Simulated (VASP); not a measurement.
Write the native input for VASP 6.6.1 that does the following.

```
Task                   : single point
Functional             : LDA
Potentials or basis    : VASP PAW LDA potentials, release 64 (Au)
Cutoff                 : 500 eV
k mesh                 : 17 × 17 × 17
Occupations            : fermi-dirac, width 0.05 eV
Spin                   : no spin polarisation
Dipole correction      : no
Further INCAR settings : ALGO = Normal; EDIFF = 1e-06; NBANDS = 12
```

The structure of Au lies in POSCAR:

```
Au
1.0
    2.5778596431      0.0000000000      0.0000000000
    0.0000000000      2.5778596431      0.0000000000
    0.0000000000      0.0000000000      2.5778596431
Au
1
Direct
    0.0000000000      0.0000000000      0.0000000000
```

This isn't the form of Au at room conditions, which is fcc.

These files were run (other wordings do the same):

INCAR

```
SYSTEM = Au
  PREC = Accurate
  ENCUT = 500
  EDIFF = 1E-6
  ISMEAR = -1
  SIGMA = 0.05
  LREAL = .False.
  LASPH = .True.
  NELM = 120
  ALGO = Normal
  ISIF = 2
  LWAVE = .False.
  LCHARG = .True.
  GGA = CA
  LELF = .True.
  LVHAR = .True.
  NBANDS = 12
  GGA_COMPAT = .False.
```

KPOINTS

```
regular mesh
0
Gamma
  17 17 17
  0 0 0
```

Potentials or basis: VASP PAW LDA potentials, release 64 (Au).

Run with:

```sh
$ cat potpaw_LDA.64/Au/POTCAR > POTCAR
$ mpirun -np 1 vasp_std > vasp.out
```

It gave:

```yaml
Pressure: 20.7 GPa
Band_gap_on_the_k_mesh: zero (an odd number of electrons rules out a gap without spin polarisation)
```

Caveat: the cell stands under pressure; spin-orbit coupling is left out, which moves the levels of the heavy elements.

Wall time 26 s on 1 thread of Intel Xeon 8259CL, with other jobs on the host, peak memory 0.14 GiB.
